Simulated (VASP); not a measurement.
# SnO2 (R-3m) in VASP: further runs

The runs below take SnO2 through single point, with PBEsol.

Everything below comes from runs of VASP 6.6.1. Logs are shortened: lines on timing, memory, paths and dates and some standing lists are left out, and cuts for length are marked.

## Step 1: The cell of the first run

Symmetry: R-3m, No. 166, trigonal system. Conventional cell: a = 3.371 Å, b = 3.371 Å, c = 13.231 Å, α = 90.00°, β = 90.00°, γ = 120.00°. Within 2.9 Å of Sn (site symmetry -3m) lie 6 O at 2.18 Å. O (site symmetry 3m) has 3 Sn at 2.18 Å and 3 O at 2.78 Å within 2.9 Å.

## Step 2: Single point, PBEsol

Contents of INCAR:

```
ALGO = Normal
EDIFF = 1E-6
ENCUT = 520
GGA = PS
ISIF = 2
ISMEAR = 0
LASPH = True
LCHARG = False
LREAL = False
LWAVE = False
NBANDS = 20
NELM = 60
PREC = Accurate
SIGMA = 0.05
```

Contents of KPOINTS:

```
k-points
0
Gamma
  12 12 12
```

Contents of POSCAR:

```
SnO2
1.0
    1.6856500000      0.9732104813      4.4103567335
   -1.6856500000      0.9732104813      4.4103567335
    0.0000000000     -1.9464209625      4.4103567335
Sn O
1 2
Direct
    0.5000000000      0.5000000000      0.5000000000
    0.2414378084      0.2414378084      0.2414378084
    0.7585621916      0.7585621916      0.7585621916
```

Potentials or basis: VASP PAW PBE potentials, release 64 (Sn_d, O).

Launch:

```
cat potpaw_PBE.64/Sn_d/POTCAR potpaw_PBE.64/O/POTCAR > POTCAR
mpirun -np 1 vasp_std > vasp.out
```

OUTCAR:

```text
EDIFF = 1E-6
   ENCUT = 520
   GGA = PS
   ISIF = 2
   ISMEAR = 0
   LASPH = True
   LREAL = False
   NELM = 60
   PREC = Accurate

 ion  position               nearest neighbor table
   1  0.500  0.500  0.500-   2 2.18   3 2.18   2 2.18   2 2.18   3 2.18   3 2.18
   2  0.241  0.241  0.241-   1 2.18   1 2.18   1 2.18
   3  0.759  0.759  0.759-   1 2.18   1 2.18   1 2.18

  LATTYP: Found a trigonal (rhomboedric) cell.
 ALAT       =     4.8207676858
 COS(alpha) =     0.7554698586

  Lattice vectors:

 A1 = (   1.6856500000,   0.9732104813,   4.4103567335)
 A2 = (  -1.6856500000,   0.9732104813,   4.4103567335)
 A3 = (   0.0000000000,  -1.9464209625,   4.4103567335)

Analysis of symmetry for initial positions (statically):
=====================================================================
 Subroutine PRICEL returns:
 Original cell was already a primitive cell.

 Routine SETGRP: Setting up the symmetry group for a
 trigonal (rhombohedral) supercell.

 Subroutine GETGRP returns: Found 12 space group operations
 (whereof 12 operations were pure point group operations)
 out of a pool of 12 trial point group operations.

The static configuration has the point symmetry D_3d.

Analysis of symmetry for dynamics (positions and initial velocities):
=====================================================================
 Subroutine PRICEL returns:
 Original cell was already a primitive cell.

 Routine SETGRP: Setting up the symmetry group for a
 trigonal (rhombohedral) supercell.

 Subroutine GETGRP returns: Found 12 space group operations
 (whereof 12 operations were pure point group operations)
 out of a pool of 12 trial point group operations.

The dynamic configuration has the point symmetry D_3d.

 Subroutine INISYM returns: Found 12 space group operations
 (whereof 12 operations are pure point group operations),
 and found     1 'primitive' translations

----------------------------------------------------------------------------------------

                                     Primitive cell

  volume of cell :      43.4109

  direct lattice vectors                    reciprocal lattice vectors
     1.685650000  0.973210481  4.410356733     0.296621481  0.171254492  0.075579676
    -1.685650000  0.973210481  4.410356733    -0.296621481  0.171254492  0.075579676
     0.000000000 -1.946420962  4.410356733     0.000000000 -0.342508984  0.075579676

  length of vectors
     4.820767686  4.820767686  4.820767686     0.350748759  0.350748759  0.350748759

  position of ions in fractional coordinates (direct lattice)
     0.500000000  0.500000000  0.500000000
     0.241437808  0.241437808  0.241437808
     0.758562192  0.758562192  0.758562192

  ion indices of the primitive-cell ions
   primitive index   ion index
                 1           1
                 2           2
                 3           3

----------------------------------------------------------------------------------------

 KPOINTS: k-points

Automatic generation of k-mesh.
 Grid dimensions read from file:
 generate k-points for:   12   12   12

 Generating k-lattice:

  Cartesian coordinates                     Fractional coordinates (reciprocal lattice)
     0.024718457  0.014271208  0.006298306     0.083333333 -0.000000000 -0.000000000
    -0.024718457  0.014271208  0.006298306    -0.000000000  0.083333333 -0.000000000
     0.000000000 -0.028542415  0.006298306     0.000000000  0.000000000  0.083333333

  Length of vectors
     0.029229063  0.029229063  0.029229063

  Shift w.r.t. Gamma in fractional coordinates (k-lattice)
     0.000000000  0.000000000  0.000000000

 Subroutine IBZKPT returns following result:
 ===========================================

 Found    189 irreducible k-points:

 Following reciprocal coordinates:
            Coordinates               Weight
  0.000000  0.000000  0.000000      1.000000
  0.083333 -0.000000  0.000000      6.000000
  0.166667 -0.000000  0.000000      6.000000
  0.250000 -0.000000 -0.000000      6.000000
  0.333333 -0.000000  0.000000      6.000000
  0.416667 -0.000000  0.000000      6.000000
[... 16 lines left out ...]
  0.500000  0.166667 -0.000000     12.000000
 -0.416667  0.166667 -0.000000     12.000000
 [... further k-points ...]
   k-points           NKPTS =    189   k-points in BZ     NKDIM =    189   number of bands    NBANDS=     20
   number of dos      NEDOS =    301   number of ions     NIONS =      3
   total plane-waves  NPLWV =  46656
   dimension x,y,z NGX =    36 NGY =   36 NGZ =   36
   dimension x,y,z NGXF=    72 NGYF=   72 NGZF=   72
   ions per type =               1   2
   NGX,Y,Z   is equivalent  to a cutoff of  12.41, 12.41, 12.41 a.u.
   NGXF,Y,Z  is equivalent  to a cutoff of  24.83, 24.83, 24.83 a.u.
 SYSTEM =  unknown system
   PREC   = accura    normal or accurate (medium, high low for compatibility)
   ISTART =      0    job   : 0-new  1-cont  2-samecut
   ICHARG =      2    charge: 1-file 2-atom 10-const
   ISPIN  =      1    spin polarized calculation?
   LNONCOLLINEAR =      F non collinear calculations
   LSORBIT =      F    spin-orbit coupling
   LASPH  =      T    aspherical Exc in radial PAW
   ENCUT  =  520.0 eV  38.22 Ry    6.18 a.u.   8.96  8.96  8.96*2*pi/ulx,y,z
   NELM   =     60;   NELMIN=  2; NELMDL= -5     # of ELM steps
   EDIFF  = 0.1E-05   stopping-criterion for ELM
   LREAL  =      F    real-space projection
   EDIFFG = 0.1E-04   stopping-criterion for IOM
   NSW    =      0    number of steps for IOM
   IBRION =     -1    ionic relax: 0-MD 1-quasi-New 2-CG
   NFREE  =      0    steps in history (QN), initial steepest desc. (CG)
   ISIF   =      2    stress and relaxation
   ISYM   =      2    0-nonsym 1-usesym 2-fastsym
   POTIM  = 0.5000    time-step for ionic-motion
   TEBEG  =    0.0;   TEEND  =   0.0 temperature during run
   PSTRESS=    0.0 pullay stress
   NELECT =      26.0000    total number of electrons
   NUPDOWN=      -1.0000    fix difference up-down
   EMIN   =  10.00;   EMAX   =-10.00  energy-range for DOS
   EFERMI =   0.00;   METHOD = LEGACY
   ISMEAR =     0;   SIGMA  =   0.05  broadening in eV -4-tet -1-fermi 0-gaus
   EFERMI_NEDOS =   21; number of points for ismear=-14 and -15
   IALGO  =     38    algorithm
   IMIX   =      4    mixing-type and parameters
     AMIX     =   0.40;   BMIX     =  1.00
     AMIX_MAG =   1.60;   BMIX_MAG =  1.00
  volume/ion in A,a.u.               =      14.47        97.65
  Fermi-wavevector in a.u.,A,eV,Ry     =   1.379959  2.607745 25.909401  1.904287
  Thomas-Fermi vector in A             =   2.504880
   LORBIT       =      0    0 simple, 1 ext, 2 COOP (PROOUT), +10 PAW based schemes
   GGA     = PS    functional components
   LHFCALC =     F    Hartree Fock is set to
   AEXX    =    0.0000 exact exchange contribution
   IVDW    =     0    specifies the selected vdW correction
   LEPSILON=     F    determine dielectric tensor
   LRPA    =     F    only Hartree local field effects (RPA)
 non-spin polarized calculation
 Gauss-broadening in eV      SIGMA  =   0.05
  energy-cutoff  :      520.00
  volume of cell :       43.41
 maximum number of plane-waves:      1186
   NGX = 17   NGY = 17   NGZ = 17

 number of electron      25.9999994 magnetization

 Free energy of the ion-electron system (eV)
  ---------------------------------------------------
  ext. energy  EPLUGINS =         0.00000000
  ---------------------------------------------------
  free energy    TOTEN  =       -19.08469030 eV

  energy without entropy =      -19.08469030  energy(sigma->0) =      -19.08469030

 E-fermi :   3.8814     XC(G=0): -10.4167

 val. band max:        3.6241195500   @ k =   0.0000   0.0000   0.0000
 cond. band min:       4.4085773752   @ k =   0.0000   0.0000   0.0000
 fundamental gap:      0.7844578252
 Fermi energy:         3.8813850227

 k-point     1 :       0.0000    0.0000    0.0000
  band No.  band energies     occupation
      1     -16.5789      2.00000
      2     -16.4009      2.00000
      3     -16.4009      2.00000
      4     -16.3004      2.00000
      5     -16.3004      2.00000
      6     -14.1292      2.00000
[... 12 lines left out ...]
     19      19.4526      0.00000
     20      19.4526      0.00000

 k-point     2 :       0.0833   -0.0000    0.0000
  band No.  band energies     occupation
      1     -16.5628      2.00000
      2     -16.4383      2.00000
      3     -16.3930      2.00000
      4     -16.3055      2.00000
      5     -16.2983      2.00000
      6     -14.0810      2.00000
[... 12 lines left out ...]
     19      18.3726      0.00000
     20      19.4819      0.00000

 k-point     3 :       0.1667   -0.0000    0.0000
  band No.  band energies     occupation
      1     -16.5685      2.00000
      2     -16.4923      2.00000
      3     -16.3768      2.00000
      4     -16.3158      2.00000
      5     -16.2869      2.00000
      6     -13.9332      2.00000
[... 12 lines left out ...]
     19      17.2396      0.00000
     20      19.6028      0.00000

 k-point     4 :       0.2500   -0.0000   -0.0000
  band No.  band energies     occupation
      1     -16.6965      2.00000
      2     -16.4469      2.00000
      3     -16.3678      2.00000
      4     -16.3238      2.00000
      5     -16.2578      2.00000
      6     -13.6898      2.00000
[... 12 lines left out ...]
     19      16.5490      0.00000
     20      19.8934      0.00000

 k-point     5 :       0.3333   -0.0000    0.0000
  band No.  band energies     occupation
      1     -16.8252      2.00000
      2     -16.4106      2.00000
      3     -16.3680      2.00000
      4     -16.3179      2.00000
      5     -16.2187      2.00000
      6     -13.3857      2.00000
[... 12 lines left out ...]
     19      16.4342      0.00000
     20      18.6140      0.00000

 k-point     6 :       0.4167   -0.0000    0.0000
  band No.  band energies     occupation
      1     -16.9150      2.00000
      2     -16.4012      2.00000
      3     -16.3709      2.00000
      4     -16.2985      2.00000
      5     -16.1871      2.00000
      6     -13.1053      2.00000
[... 12 lines left out ...]
     19      16.4929      0.00000
     20      17.6239      0.00000

 k-point     7 :       0.5000   -0.0000   -0.0000
  band No.  band energies     occupation
      1     -16.9470      2.00000
      2     -16.4009      2.00000
      3     -16.3722      2.00000
      4     -16.2888      2.00000
      5     -16.1751      2.00000
      6     -12.9833      2.00000
[... 12 lines left out ...]
     19      16.6123      0.00000
     20      17.1751      0.00000
[... 277 lines left out ...]
 k-point    20 :       0.2500    0.1667   -0.0000
  band No.  band energies     occupation
      1     -16.6261      2.00000
      2     -16.4896      2.00000
      3     -16.3682      2.00000
      4     -16.3228      2.00000
      5     -16.2696      2.00000
      6     -13.7671      2.00000
[... 12 lines left out ...]
     19      16.5788      0.00000
     20      19.3888      0.00000

 k-point    21 :       0.3333    0.1667    0.0000
  band No.  band energies     occupation
      1     -16.7034      2.00000
      2     -16.4875      2.00000
      3     -16.3664      2.00000
      4     -16.3300      2.00000
      5     -16.2434      2.00000
      6     -13.5036      2.00000
[... 12 lines left out ...]
     19      16.5828      0.00000
     20      18.6152      0.00000

 k-point    22 :       0.4167    0.1667   -0.0000
  band No.  band energies     occupation
      1     -16.7854      2.00000
      2     -16.4797      2.00000
      3     -16.3678      2.00000
      4     -16.3281      2.00000
      5     -16.2261      2.00000
      6     -13.1663      2.00000
[... 12 lines left out ...]
     19      16.8329      0.00000
     20      17.7976      0.00000

 k-point    23 :       0.5000    0.1667   -0.0000
  band No.  band energies     occupation
      1     -16.8460      2.00000
      2     -16.4755      2.00000
      3     -16.3723      2.00000
      4     -16.3092      2.00000
      5     -16.2253      2.00000
      6     -12.8462      2.00000
[... 12 lines left out ...]
     19      17.0066      0.00000
     20      17.3239      0.00000

 k-point    24 :      -0.4167    0.1667   -0.0000
  band No.  band energies     occupation
      1     -16.8677      2.00000
      2     -16.4744      2.00000
      3     -16.3749      2.00000
      4     -16.2949      2.00000
      5     -16.2309      2.00000
      6     -12.7172      2.00000
[... 12 lines left out ...]
     19      16.6241      0.00000
     20      17.4605      0.00000

 [... further k-points ...]

------------------------ aborting loop because EDIFF is reached ----------------------------------------

  FORCE on cell =-STRESS in cart. coord.  units (eV):
  Direction    XX          YY          ZZ          XY          YZ          ZX
  --------------------------------------------------------------------------------------
  -------------------------------------------------------------------------------------
  Total       -4.9851293     -4.9851293     -1.9412725      0.0000000     -0.0000000      0.0000000
  in kB     -183.9873051   -183.9873051    -71.6469864      0.0000000     -0.0000000      0.0000000
  external PRESSURE =    -146.5405322 kB  Pullay stress =       0.0000000 kB

 VOLUME and BASIS-vectors are now :
 -----------------------------------------------------------------------------
  energy-cutoff  :      520.00
  volume of cell :       43.41
      direct lattice vectors                 reciprocal lattice vectors
     1.685650000  0.973210481  4.410356733     0.296621481  0.171254492  0.075579676
    -1.685650000  0.973210481  4.410356733    -0.296621481  0.171254492  0.075579676
     0.000000000 -1.946420962  4.410356733     0.000000000 -0.342508984  0.075579676

 POSITION                                       TOTAL-FORCE (eV/Angst)
 -----------------------------------------------------------------------------------
      0.00000      0.00000      6.61554         0.000000      0.000000      0.000000
      0.00000      0.00000      3.19448         0.000000     -0.000000     -0.711673
      0.00000      0.00000     10.03659         0.000000      0.000000      0.711673
 -----------------------------------------------------------------------------------
    total drift:                               -0.000000     -0.000000      0.000000

  FREE ENERGIE OF THE ION-ELECTRON SYSTEM (eV)
  ---------------------------------------------------
  free  energy   TOTEN  =       -19.0846903018 eV

  energy  without entropy=      -19.0846903018  energy(sigma->0) =      -19.08469030
```

Wall time 3.5 min (1 thread of AMD EPYC 7R13 (Zen 3), shared host); peak memory 0.28 GiB.

Results:

* Free energy: -19.0847 eV
* Pressure: -14.7 GPa
* Largest force: 0.712 eV/Å
* Band gap on the k mesh: 0.78 eV

Forces in eV/Å, atoms in the order of the input:
```
Sn   0.000  0.000  0.000
O    0.000  0.000 -0.712
O    0.000  0.000  0.712
```

Stress tensor (GPa, compression positive):
```
-18.40   0.00   0.00
  0.00 -18.40   0.00
  0.00   0.00  -7.16
```

Levels at points of the mesh, in eV from the valence-band top:
```
           k point  band 11  band 12  band 13  band 14  band 15  band 16
(0.00, 0.00, 0.00)    -1.30    -1.30     0.00     0.78     4.89     9.57
(0.50, 0.00, 0.00)    -1.63    -0.93    -0.92     4.31     7.11     8.81
(0.50, 0.50, 0.00)    -0.95    -0.61    -0.09     3.93     6.02     9.77
(0.50, 0.50, 0.50)    -1.62    -1.18    -1.18     2.61     5.05     9.92
```

Caveat: the cell stands under tension; the PAW data sets were made with another functional, which shifts forces and pressure a little; spin-orbit coupling is left out, which moves the levels of the heavy elements. A k mesh can miss the band edges.

## Step 3: Single point, PBEsol

This run uses another cell than the first one, of 14.65 Å³/atom.

Contents of INCAR:

```
SYSTEM = SnO2
PREC = Accurate
ENCUT = 520
EDIFF = 1E-6
ISMEAR = 0
SIGMA = 0.05
LREAL = .False.
LASPH = .True.
NELM = 60
ALGO = Normal
ISIF = 2
LWAVE = .False.
LCHARG = .True.
GGA = PS
LELF = .True.
LVHAR = .True.
NBANDS = 20
```

Contents of KPOINTS:

```
regular mesh
0
Gamma
  12 12 12
  0 0 0
```

Contents of POSCAR:

```
SnO2
1.0
    1.6321500000      0.9423222419      4.7632000000
   -1.6321500000      0.9423222419      4.7632000000
    0.0000000000     -1.8846444837      4.7632000000
Sn O
1 2
Direct
    0.5000000000      0.5000000000      0.5000000000
    0.2414378084      0.2414378084      0.2414378084
    0.7585621916      0.7585621916      0.7585621916
```

Potentials or basis: VASP PAW PBE potentials, release 64 (Sn_d, O).

Launch:

```
cat potpaw_PBE.64/Sn_d/POTCAR potpaw_PBE.64/O/POTCAR > POTCAR
mpirun -np 1 vasp_std > vasp.out
```

It took 4.9 min on 1 thread of AMD EPYC 7R13 (Zen 3), shared host; peak memory 0.31 GiB.

It converged, with:

* Free energy: -19.1767 eV
* Pressure: -11.0 GPa
* Largest force: 1.143 eV/Å
* Band gap on the k mesh: 1.51 eV (least direct gap 1.52 eV)

Forces on the atoms (eV/Å):
```
Sn   0.000  0.000  0.000
O    0.000  0.000 -1.143
O    0.000  0.000  1.143
```

Stress tensor (GPa, compression positive):
```
-11.54   0.00   0.00
  0.00 -11.54   0.00
  0.00   0.00  -9.80
```

Levels at points of the mesh, in eV from the valence-band top:
```tsv
k point	band 9	band 10	band 11	band 12	band 13	band 14	band 15	band 16	band 17	band 18
(0.00, 0.00, 0.00)	-1.19	-1.19	-0.88	-0.88	-0.02	1.51	5.28	10.48	10.48	11.73
(0.50, 0.00, 0.00)	-4.04	-2.72	-1.61	-0.69	-0.67	4.70	7.19	9.65	11.69	11.70
(0.50, 0.50, 0.00)	-4.32	-2.85	-1.19	-0.50	-0.04	4.39	6.36	10.12	10.94	11.62
(0.50, 0.50, 0.50)	-1.29	-1.28	-1.28	-0.81	-0.81	2.91	5.23	10.67	10.67	12.48
```

Caveat: the cell stands under tension; the PAW data sets were made with another functional, which shifts forces and pressure a little; spin-orbit coupling is left out, which moves the levels of the heavy elements. A k mesh can miss the band edges.

## Step 4: Single point, PBEsol

This run uses another cell than the first one, of 14.76 Å³/atom.

Contents of INCAR:

```
ALGO = Normal ; EDIFF = 1E-7
ENCUT = 520 ; GGA = PS
ISIF = 2 ; ISMEAR = 0
LASPH = True ; LCHARG = True
LELF = True ; LREAL = False
LVHAR = True ; LWAVE = False
NBANDS = 20 ; NELM = 60
PREC = Accurate ; SIGMA = 0.05
```

Contents of KPOINTS:

```
k-points
0
Gamma
  12 12 12
```

Contents of POSCAR:

```
SnO2
1.0
    1.6589000000      0.9577663616      4.6455666667
   -1.6589000000      0.9577663616      4.6455666667
    0.0000000000     -1.9155327231      4.6455666667
Sn O
1 2
Direct
    0.5000000000      0.5000000000      0.5000000000
    0.2414378084      0.2414378084      0.2414378084
    0.7585621916      0.7585621916      0.7585621916
```

Launch:

```
cat potpaw_PBE.64/Sn_d/POTCAR potpaw_PBE.64/O/POTCAR > POTCAR
mpirun -np 1 vasp_std > vasp.out
```

Run time: 5.7 min. Hardware: 1 thread of AMD EPYC 7R13 (Zen 3), shared host; peak memory 0.31 GiB.

It converged, with:

```yaml
Free_energy: -19.1201 eV
Pressure: -13.6 GPa
Largest_force: 1.057 eV/Å
Band_gap_on_the_k_mesh: 1.17 eV (least direct gap 1.18 eV)
```

Forces on the atoms (eV/Å):
```
Sn   0.000  0.000  0.000
O    0.000  0.000 -1.057
O    0.000  0.000  1.057
```

Stress tensor (GPa, compression positive):
```
-15.74   0.00   0.00
  0.00 -15.74   0.00
  0.00   0.00  -9.25
```

Levels at points of the mesh, in eV from the valence-band top:
```csv
k point,band 10,band 11,band 12,band 13,band 14,band 15,band 16,band 17
"(0.00, 0.00, 0.00)",-1.30,-1.05,-1.05,-0.01,1.17,5.07,10.02,10.02
"(0.50, 0.00, 0.00)",-2.84,-1.60,-0.79,-0.76,4.45,7.10,9.23,11.50
"(0.50, 0.50, 0.00)",-3.00,-1.10,-0.56,-0.06,4.12,6.18,9.85,10.65
"(0.50, 0.50, 0.50)",-1.41,-1.38,-0.96,-0.96,2.71,5.07,10.25,10.25
```

Caveat: the cell stands under tension; the PAW data sets were made with another functional, which shifts forces and pressure a little; spin-orbit coupling is left out, which moves the levels of the heavy elements.

[end of part 1 of 2]
